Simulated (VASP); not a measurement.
# C (P2_1/m) in VASP: a series of runs

Runs on C. Level: PBEsol. Tasks: single point.

Everything below comes from runs of VASP 6.6.1. Logs are shortened: lines on timing, memory, paths and dates and some standing lists are left out, and cuts for length are marked.

## (1) The cell of the first run

It takes space group P2_1/m (No. 11, monoclinic). The conventional cell has a = 2.488 Å, b = 7.246 Å, c = 2.488 Å, α = 90.00°, β = 117.71°, γ = 90.00°. C (site symmetry m) has 3 C at 1.42 to 1.47 Å within 1.9 Å. C (site symmetry m) has 3 C at 1.42 to 1.47 Å within 1.9 Å.

## (2) Single point, PBEsol (mode 4 frozen in at -0.426 Å, normal strain along x +0.0467)

Input file INCAR:

```
SYSTEM = C
PREC     = Accurate       ! precision mode
ENCUT    = 520            ! plane-wave cutoff, eV
EDIFF    = 1E-6           ! SCF threshold, eV
ISMEAR   = 0              ! smearing method
SIGMA    = 0.15           ! smearing width, eV
LREAL    = .False.        ! projectors in reciprocal space
LASPH    = .True.         ! aspherical terms in the spheres
NELM     = 100            ! most SCF steps
ALGO     = Normal         ! electronic algorithm
ISIF     = 2              ! what is computed and relaxed
LWAVE    = .False.        ! write WAVECAR
LCHARG   = .True.         ! write CHGCAR
GGA      = PS             ! functional
LELF     = .True.         ! ELF
LVHAR    = .True.       
NBANDS   = 16             ! bands
```

Input file KPOINTS:

```
regular mesh
0
Gamma
  18 18 6
  0 0 0
```

Input file POSCAR:

```
C
1.0
    2.5735558486      0.0000000000      0.0000000000
   -1.2867779243      2.1293252536      0.0000000000
    0.0000000000      0.0000000000      7.2458067263
C
4
Direct
   -0.1732438402      0.0000000000      0.0025000000
    0.1732438402      0.0000000000      0.5025000000
    0.1600733669      0.6666666667      0.0025000000
    0.8399266331      0.3333333333      0.5025000000
```

Potentials or basis: VASP PAW PBE potentials, release 64 (C).

On the command line:

```bash
> cat potpaw_PBE.64/C/POTCAR > POTCAR
> mpirun -np 1 vasp_std > vasp.out
```

OUTCAR:

```text
SYSTEM = C
   PREC = Accurate
   ENCUT = 520
   EDIFF = 1E-6
   ISMEAR = 0
   LREAL = .False.
   LASPH = .True.
   NELM = 100
   ISIF = 2
   GGA = PS

 ion  position               nearest neighbor table
   1  0.827  0.000  0.002-   3 1.42   3 1.47   3 1.47
   2  0.173  0.000  0.502-   4 1.42   4 1.47   4 1.47
   3  0.160  0.667  0.002-   1 1.42   1 1.47   1 1.47
   4  0.840  0.333  0.502-   2 1.42   2 1.47   2 1.47

  Warning from LATTYP: Monoclinic adjustment (A1->A3, A2->A1, A3->A2)!
  LATTYP: Found a base centered orthorhombic cell.
 ALAT       =     2.5735558486
 B/A-ratio  =     1.6547729126
 C/A-ratio  =     2.8154845484

  Lattice vectors:

 A1 = (   1.2867779243,  -2.1293252536,   0.0000000000)
 A2 = (   1.2867779243,   2.1293252536,   0.0000000000)
 A3 = (   0.0000000000,   0.0000000000,   7.2458067263)

Analysis of symmetry for initial positions (statically):
=====================================================================
 Subroutine PRICEL returns:
 Original cell was already a primitive cell.

 Routine SETGRP: Setting up the symmetry group for a
 base centered orthorhombic supercell.

 Subroutine GETGRP returns: Found  4 space group operations
 (whereof  1 operations were pure point group operations)
 out of a pool of  8 trial point group operations.

The static configuration has the point symmetry C_1 .
 The point group associated with its full space group is C_2h.

Analysis of symmetry for dynamics (positions and initial velocities):
=====================================================================
 Subroutine PRICEL returns:
 Original cell was already a primitive cell.

 Routine SETGRP: Setting up the symmetry group for a
 base centered orthorhombic supercell.

 Subroutine GETGRP returns: Found  4 space group operations
 (whereof  1 operations were pure point group operations)
 out of a pool of  8 trial point group operations.

The dynamic configuration has the point symmetry C_1 .
 The point group associated with its full space group is C_2h.

 Subroutine INISYM returns: Found  4 space group operations
 (whereof  1 operations are pure point group operations),
 and found     1 'primitive' translations

----------------------------------------------------------------------------------------

                                     Primitive cell

  volume of cell :      39.7066

  direct lattice vectors                    reciprocal lattice vectors
     2.573555849  0.000000000  0.000000000     0.388567437  0.234816170  0.000000000
    -1.286777924  2.129325254  0.000000000     0.000000000  0.469632339  0.000000000
     0.000000000  0.000000000  7.245806726     0.000000000  0.000000000  0.138010858

  length of vectors
     2.573555849  2.487935582  7.245806726     0.454008025  0.469632339  0.138010858

  position of ions in fractional coordinates (direct lattice)
     0.826756160  0.000000000  0.002500000
     0.173243840  0.000000000  0.502500000
     0.160073367  0.666666667  0.002500000
     0.839926633  0.333333333  0.502500000

  ion indices of the primitive-cell ions
   primitive index   ion index
                 1           1
                 2           2
                 3           3
                 4           4

----------------------------------------------------------------------------------------

 KPOINTS: regular mesh

Automatic generation of k-mesh.
 Grid dimensions read from file:
 generate k-points for:   18   18    6

 Generating k-lattice:

  Cartesian coordinates                     Fractional coordinates (reciprocal lattice)
     0.021587080  0.013045343  0.000000000     0.055555556  0.000000000  0.000000000
     0.000000000  0.026090686  0.000000000     0.000000000  0.055555556  0.000000000
     0.000000000  0.000000000  0.023001810     0.000000000  0.000000000  0.166666667

  Length of vectors
     0.025222668  0.026090686  0.023001810

  Shift w.r.t. Gamma in fractional coordinates (k-lattice)
     0.000000000  0.000000000  0.000000000

 Subroutine IBZKPT returns following result:
 ===========================================

 Found    656 irreducible k-points:

 Following reciprocal coordinates:
            Coordinates               Weight
  0.000000  0.000000  0.000000      1.000000
  0.055556 -0.000000  0.000000      2.000000
  0.055556 -0.055556  0.000000      2.000000
  0.111111 -0.000000  0.000000      2.000000
  0.111111 -0.111111  0.000000      2.000000
  0.166667  0.000000  0.000000      2.000000
[... 16 lines left out ...]
  0.111111  0.055556  0.000000      2.000000
  0.111111 -0.166667  0.000000      2.000000
 [... further k-points ...]
   k-points           NKPTS =    656   k-points in BZ     NKDIM =    656   number of bands    NBANDS=     16
   number of dos      NEDOS =    301   number of ions     NIONS =      4
   total plane-waves  NPLWV =  21600
   dimension x,y,z NGX =    20 NGY =   20 NGZ =   54
   dimension x,y,z NGXF=    40 NGYF=   40 NGZF=  108
   ions per type =               4
   NGX,Y,Z   is equivalent  to a cutoff of  12.92, 13.36, 12.39 a.u.
   NGXF,Y,Z  is equivalent  to a cutoff of  25.84, 26.73, 24.78 a.u.
 SYSTEM =  C
   PREC   = accura    normal or accurate (medium, high low for compatibility)
   ISTART =      0    job   : 0-new  1-cont  2-samecut
   ICHARG =      2    charge: 1-file 2-atom 10-const
   ISPIN  =      1    spin polarized calculation?
   LNONCOLLINEAR =      F non collinear calculations
   LSORBIT =      F    spin-orbit coupling
   LASPH  =      T    aspherical Exc in radial PAW
   ENCUT  =  520.0 eV  38.22 Ry    6.18 a.u.   4.79  4.63 13.47*2*pi/ulx,y,z
   NELM   =    100;   NELMIN=  2; NELMDL= -5     # of ELM steps
   EDIFF  = 0.1E-05   stopping-criterion for ELM
   LREAL  =      F    real-space projection
   EDIFFG = 0.1E-04   stopping-criterion for IOM
   NSW    =      0    number of steps for IOM
   IBRION =     -1    ionic relax: 0-MD 1-quasi-New 2-CG
   NFREE  =      0    steps in history (QN), initial steepest desc. (CG)
   ISIF   =      2    stress and relaxation
   ISYM   =      2    0-nonsym 1-usesym 2-fastsym
   POTIM  = 0.5000    time-step for ionic-motion
   TEBEG  =    0.0;   TEEND  =   0.0 temperature during run
   PSTRESS=    0.0 pullay stress
   NELECT =      16.0000    total number of electrons
   NUPDOWN=      -1.0000    fix difference up-down
   EMIN   =  10.00;   EMAX   =-10.00  energy-range for DOS
   EFERMI =   0.00;   METHOD = LEGACY
   ISMEAR =     0;   SIGMA  =   0.15  broadening in eV -4-tet -1-fermi 0-gaus
   EFERMI_NEDOS =   21; number of points for ismear=-14 and -15
   IALGO  =     38    algorithm
   IMIX   =      4    mixing-type and parameters
     AMIX     =   0.40;   BMIX     =  1.00
     AMIX_MAG =   1.60;   BMIX_MAG =  1.00
  volume/ion in A,a.u.               =       9.93        66.99
  Fermi-wavevector in a.u.,A,eV,Ry     =   1.209189  2.285035 19.893582  1.462137
  Thomas-Fermi vector in A             =   2.344774
   LORBIT       =      0    0 simple, 1 ext, 2 COOP (PROOUT), +10 PAW based schemes
   GGA     = PS    functional components
   LHFCALC =     F    Hartree Fock is set to
   AEXX    =    0.0000 exact exchange contribution
   IVDW    =     0    specifies the selected vdW correction
   LEPSILON=     F    determine dielectric tensor
   LRPA    =     F    only Hartree local field effects (RPA)
 non-spin polarized calculation
 Gauss-broadening in eV      SIGMA  =   0.15
  energy-cutoff  :      520.00
  volume of cell :       39.71
 maximum number of plane-waves:      1096
   NGX =  9   NGY =  9   NGZ = 27

 number of electron      16.0000000 magnetization

 Free energy of the ion-electron system (eV)
  ---------------------------------------------------
  ext. energy  EPLUGINS =         0.00000000
  ---------------------------------------------------
  free energy    TOTEN  =       -38.34818139 eV

  energy without entropy =      -38.34792844  energy(sigma->0) =      -38.34805492

 E-fermi :   3.6652     XC(G=0):  -9.8866

 val. band max:        3.5075793686   @ k =   0.3333   0.3333   0.1667
 cond. band min:       3.8297236997   @ k =   0.3333   0.3333   0.3333
 fundamental gap:      0.3221443310
 Fermi energy:         3.6652169090

 k-point     1 :       0.0000    0.0000    0.0000
  band No.  band energies     occupation
      1     -15.4701      2.00000
      2     -15.2982      2.00000
      3      -4.2887      2.00000
      4      -2.9095      2.00000
      5       0.5517      2.00000
      6       0.5573      2.00000
[... 8 lines left out ...]
     15      14.3480      0.00000
     16      14.3705      0.00000

 k-point     2 :       0.0556   -0.0000    0.0000
  band No.  band energies     occupation
      1     -15.4009      2.00000
      2     -15.2297      2.00000
      3      -4.2057      2.00000
      4      -2.8306      2.00000
      5       0.2649      2.00000
      6       0.2792      2.00000
[... 8 lines left out ...]
     15      14.1012      0.00000
     16      14.1460      0.00000

 k-point     3 :       0.0556   -0.0556    0.0000
  band No.  band energies     occupation
      1     -15.4009      2.00000
      2     -15.2297      2.00000
      3      -4.2056      2.00000
      4      -2.8308      2.00000
      5       0.2656      2.00000
      6       0.2770      2.00000
[... 8 lines left out ...]
     15      14.0801      0.00000
     16      14.1664      0.00000

 k-point     4 :       0.1111   -0.0000    0.0000
  band No.  band energies     occupation
      1     -15.1936      2.00000
      2     -15.0247      2.00000
      3      -3.9576      2.00000
      4      -2.5952      2.00000
      5      -0.5655      2.00000
      6      -0.5409      2.00000
[... 8 lines left out ...]
     15      13.4231      0.00000
     16      13.5068      0.00000
[... 324 lines left out ...]
 k-point    22 :       0.0556   -0.1111    0.0000
  band No.  band energies     occupation
      1     -15.2527      2.00000
      2     -15.0832      2.00000
      3      -4.0270      2.00000
      4      -2.6615      2.00000
      5      -0.2385      2.00000
      6      -0.2161      2.00000
[... 8 lines left out ...]
     15      13.6004      0.00000
     16      13.7755      0.00000

 k-point    23 :       0.1111    0.0556    0.0000
  band No.  band energies     occupation
      1     -14.9720      2.00000
      2     -14.8055      2.00000
      3      -3.6918      2.00000
      4      -2.3429      2.00000
      5      -1.2513      2.00000
      6      -1.2231      2.00000
[... 8 lines left out ...]
     15      12.9109      0.00000
     16      13.1465      0.00000

 k-point    24 :       0.1111   -0.1667    0.0000
  band No.  band energies     occupation
      1     -14.9719      2.00000
      2     -14.8056      2.00000
      3      -3.6909      2.00000
      4      -2.3441      2.00000
      5      -1.2550      2.00000
      6      -1.2208      2.00000
[... 8 lines left out ...]
     15      12.8737      0.00000
     16      13.1693      0.00000

 [... further k-points ...]

------------------------ aborting loop because EDIFF is reached ----------------------------------------

  FORCE on cell =-STRESS in cart. coord.  units (eV):
  Direction    XX          YY          ZZ          XY          YZ          ZX
  --------------------------------------------------------------------------------------
  -------------------------------------------------------------------------------------
  Total       -9.8705782     -1.3556158      0.1112534     -0.0269660      0.0000000      0.0000000
  in kB     -398.2821349    -54.6996893      4.4891235     -1.0880918      0.0000000      0.0000000
  external PRESSURE =    -149.4975669 kB  Pullay stress =       0.0000000 kB

 VOLUME and BASIS-vectors are now :
 -----------------------------------------------------------------------------
  energy-cutoff  :      520.00
  volume of cell :       39.71
      direct lattice vectors                 reciprocal lattice vectors
     2.573555849  0.000000000  0.000000000     0.388567437  0.234816170  0.000000000
    -1.286777924  2.129325254  0.000000000     0.000000000  0.469632339  0.000000000
     0.000000000  0.000000000  7.245806726     0.000000000  0.000000000  0.138010858

 POSITION                                       TOTAL-FORCE (eV/Angst)
 -----------------------------------------------------------------------------------
      2.12770      0.00000      0.01811        -0.000080     -0.386343      0.000000
      0.44585      0.00000      3.64102         0.000080      0.386343      0.000000
     -0.44589      1.41955      0.01811         0.010862      0.366158      0.000000
      1.73267      0.70978      3.64102        -0.010862     -0.366158      0.000000
 -----------------------------------------------------------------------------------
    total drift:                                0.000000      0.000000     -0.000011

  FREE ENERGIE OF THE ION-ELECTRON SYSTEM (eV)
  ---------------------------------------------------
  free  energy   TOTEN  =       -38.3481813917 eV

  energy  without entropy=      -38.3479284443  energy(sigma->0) =      -38.34805492
```

Run time: 4.2 min. Hardware: 1 thread of Intel Xeon Platinum 8488C (Sapphire Rapids), shared host; peak memory 0.39 GiB.

What came out:

```yaml
Free_energy: -38.3482 eV
Pressure: -14.9 GPa
Largest_force: 0.386 eV/Å
Band_gap_on_the_k_mesh: 0.32 eV, indirect (least direct gap 0.35 eV)
```

Forces in eV/Å, atoms in the order of the input:
```
C    0.000 -0.386  0.000
C    0.000  0.386  0.000
C    0.011  0.366  0.000
C   -0.011 -0.366  0.000
```

Caveat: the cell differs from its parent crystal (mode 4 frozen in at -0.426 Å, normal strain along x +0.0467); the PAW data sets were made with another functional, which shifts forces and pressure a little; this functional lacks dispersion, which binds the layers, so the pressure and a relaxed spacing across them are unreliable.

(Continued in part 2 of 2.)
